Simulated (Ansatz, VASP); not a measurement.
## One calculation of WS2, two programs

The input INCAR:

```
SYSTEM = WS2
PREC = Accurate ; ENCUT = 520
EDIFF = 1E-6 ; ISMEAR = -1
SIGMA = 0.05 ; LREAL = .False.
LASPH = .True. ; NELM = 80
ALGO = Normal ; ISIF = 2
LWAVE = .False. ; LCHARG = .False.
GGA = PS ; NBANDS = 20
```

KPOINTS

```
regular mesh
0
Gamma
  10 10 10
  0 0 0
```

The input POSCAR:

```
WS2
1.0
    1.5467664657      0.8930260354      6.0375157167
   -1.5467664657      0.8930260354      6.0375157167
    0.0000000000     -1.7860520706      6.0375157167
W S
1 2
Direct
    0.0000000000      0.0000000000      0.0000000000
    0.5810000000      0.5810000000      0.5810000000
    0.7503000000      0.7503000000      0.7503000000
```

File input.yaml:

```yaml
crystal:
  lattice:
    - [1.5467664657, 0.8930260354, 6.0375157167]
    - [-1.5467664657, 0.8930260354, 6.0375157167]
    - [0.0, -1.7860520706, 6.0375157167]
  atoms:
    - { symbol: W, position: [0.0, 0.0, 0.0] }
    - { symbol: S, position: [0.581, 0.581, 0.581] }
    - { symbol: S, position: [0.7503, 0.7503, 0.7503] }
kpoints:
  mp_grid: { grid: [10, 10, 10] }
scf:
  occupations: { method: fermi_dirac, width: 0.05 }
hamiltonian:
  xc: pbesol
  pseudopotentials: { kind: all_electron, lapw: { basis_error: 0.002 } }
output:
  forces: true
  stress: true
  eigenvalues: true
```

Change from the starting cell: volume scaled by 0.94.

Alike in both runs: task single point; functional PBEsol; k mesh 10 × 10 × 10; occupations fermi-dirac, width 0.05 eV; no spin polarisation.

```csv
,VASP,Ansatz
version,VASP 6.6.1,Ansatz 0.2.0
potentials or method,"VASP PAW PBE potentials, release 64 (W_sv, S), cutoff 520 eV","all-electron LAPW, scalar-relativistic"
```

|  | VASP | Ansatz | Ansatz less VASP |
| --- | --- | --- | --- |
| gap on the k mesh at the Fermi level (eV) | 0.96 | 0.94 | -0.016 |
| least direct gap on the mesh (eV) | 2.39 | 2.38 | -0.015 |
| pressure (GPa) | 11.4 | 11.2 | -0.15 |
| traceless stress, the component that is largest in VASP (GPa) | 1.43 | 1.38 | -0.050 |
| rms of the force components (eV/Å) | 0.612 | 0.601 | -0.0115 |

VASP's potentials were made for PBE, not for PBEsol. Atom by atom the forces differ by 0.012 eV/Å (rms over components). Ansatz ran all-electron here, and VASP with PAW potentials.

Spin-orbit coupling is off throughout.
